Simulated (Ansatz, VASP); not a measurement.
# One calculation of TaN, two programs

File INCAR:

```
SYSTEM = TaN
PREC = Accurate
ENCUT = 520
EDIFF = 1E-7
ISMEAR = -1
SIGMA = 0.01
LREAL = .FALSE.
LASPH = .TRUE.
NELM = 100
ALGO = Normal
ISIF = 2
LWAVE = .FALSE.
LCHARG = .TRUE.
GGA = PE
LELF = .TRUE.
LVHAR = .TRUE.
NBANDS = 33
```

File KPOINTS:

```
Automatic mesh
0
G
  6 6 9
  0 0 0
```

Contents of POSCAR:

```
TaN
1.0
    5.2304124715      0.0000000000      0.0000000000
   -2.6152062357      4.5296700726      0.0000000000
    0.0000000000      0.0000000000      2.9302787075
Ta N
3 3
Direct
    0.3333333333      0.6666666667      0.5000000000
    0.6666666667      0.3333333333      0.5000000000
    0.0000000000      0.0000000000      0.0000000000
    0.3928500000      0.0000000000      0.0000000000
    0.6071500000      0.6071500000      0.0000000000
    0.0000000000      0.3928500000      0.0000000000
```

Input for Ansatz:

```yaml
crystal:
  lattice:
    - [5.2304124715, 0.0, 0.0]
    - [-2.6152062357, 4.5296700726, 0.0]
    - [0.0, 0.0, 2.9302787075]
  atoms:
    - { symbol: Ta, position: [0.3333333333, 0.6666666667, 0.5] }
    - { symbol: Ta, position: [0.6666666667, 0.3333333333, 0.5] }
    - { symbol: Ta, position: [0.0, 0.0, 0.0] }
    - { symbol: "N", position: [0.39285, 0.0, 0.0] }
    - { symbol: "N", position: [0.60715, 0.60715, 0.0] }
    - { symbol: "N", position: [0.0, 0.39285, 0.0] }
kpoints:
  mp_grid: { grid: [6, 6, 9] }
  band_path:
    path:
      - [0.0, 0.0, 0.0]
      - [0.5, 0.0, 0.0]
      - [0.3333333333, 0.3333333333, 0.0]
      - [0.0, 0.0, 0.0]
      - [0.0, 0.0, 0.5]
      - [0.5, 0.0, 0.5]
      - [0.3333333333, 0.3333333333, 0.5]
      - [0.0, 0.0, 0.5]
      - [0.5, 0.0, 0.5]
    npoints: 5
scf:
  occupations: { method: fermi_dirac, width: 0.01 }
hamiltonian:
  xc: pbe
  pseudopotentials: { kind: all_electron, lapw: { basis_error: 0.001 } }
output:
  forces: true
  stress: true
  eigenvalues: true
```

Change from the starting cell: volume scaled by 1.02.

Alike in both runs: task single point; functional PBE; k mesh 6 × 6 × 9; occupations fermi-dirac, width 0.01 eV; no spin polarisation.

```csv
,VASP,Ansatz
version,VASP 6.6.1,Ansatz 0.2.0
potentials or method,"VASP PAW PBE potentials, release 64 (Ta_pv, N), cutoff 520 eV","all-electron LAPW, scalar-relativistic"
```

```csv
,VASP,Ansatz,Ansatz less VASP
pressure (GPa),-0.7,-1.3,-0.55
"traceless stress, the component that is largest in VASP (GPa)",-0.52,-0.34,+0.179
rms of the force components (eV/Å),0.011,0.017,+0.0056
```

Atom by atom the forces differ by 0.006 eV/Å (rms over components). Ansatz ran all-electron here, and VASP with PAW potentials.

Neither program's run includes spin-orbit coupling.
